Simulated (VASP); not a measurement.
Runs of VASP 6.6.1 on RbBr. The structure is that of space group Pm-3m (No. 221), or close to it. The cells are those of the table. 

```tsv
cell	gap on the mesh (eV)	pressure (GPa)
a = 4.179, b = 4.179, c = 4.070 Å, 2 atoms	3.78	-0.7
a = 4.124, b = 4.124, c = 4.070 Å, 2 atoms	(b)	(c)
a = 4.233, b = 4.233, c = 4.070 Å, 2 atoms	3.66	-1.0
a = 3.907, b = 3.907, c = 4.070 Å, 2 atoms	(a)	1.8
a = 3.961, b = 3.961, c = 4.070 Å, 2 atoms	4.18	1.2
a = 4.016, b = 4.016, c = 4.070 Å, 2 atoms	4.11	0.6
```

Alike in all rows: task single point; level PBEsol; potentials or basis VASP PAW PBE potentials, release 64 (Rb_sv, Br); no spin polarisation; k mesh 6 × 6 × 6; cutoff (eV) 520; smearing gaussian 0.05 eV.

Problem. Estimate the missing entries.

Solution. (a) 4.24; (b) 3.91; (c) -0.4.

Caveats: the PAW data sets were made with another functional, which shifts forces and pressure a little.

A k mesh can miss the band edges, and the runs leave out spin-orbit coupling on Br, Rb.
